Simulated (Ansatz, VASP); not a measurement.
**Two plane-wave programs on Ga**

```
CELL_PARAMETERS angstrom
2.17139 -2.05517 -0.12281
2.17139 2.05517 -0.12281
-1.74978 0.00000 4.56274
ATOMIC_POSITIONS crystal
Ga 0.16045 0.16045 0.29356
Ga 0.83955 0.83955 0.70644
```

Alike in both runs: functional PBE; k mesh 6 × 6 × 4; occupations gaussian, width 0.1 eV; no spin polarisation.

Ansatz relaxed the structure, and its values are those at the end. VASP's run is a single point on that final structure, the one shown.

```csv
,VASP,Ansatz
version,VASP 6.6.1,Ansatz 0.2.0
potentials or method,"VASP PAW PBE potentials, release 64 (Ga_d), cutoff 520 eV","scalar-relativistic, plane waves, PAW"
valence electrons in the cell,26,26
```

VASP gave:

* gap on the k mesh at the Fermi level (eV): none
* pressure (GPa): -0.1
* rms of the force components (eV/Å): 0.005

Question: What did Ansatz give for the same quantities?

Answer: gap on the k mesh at the Fermi level (eV): none; pressure (GPa): -0.2; rms of the force components (eV/Å): 0.006.

A gap of «none» marks a metal or a gap that the smearing closes. With one functional, cell and mesh, what is left measures potentials, basis and numerics.

The k mesh is coarse, so the values compare programs but aren't converged.
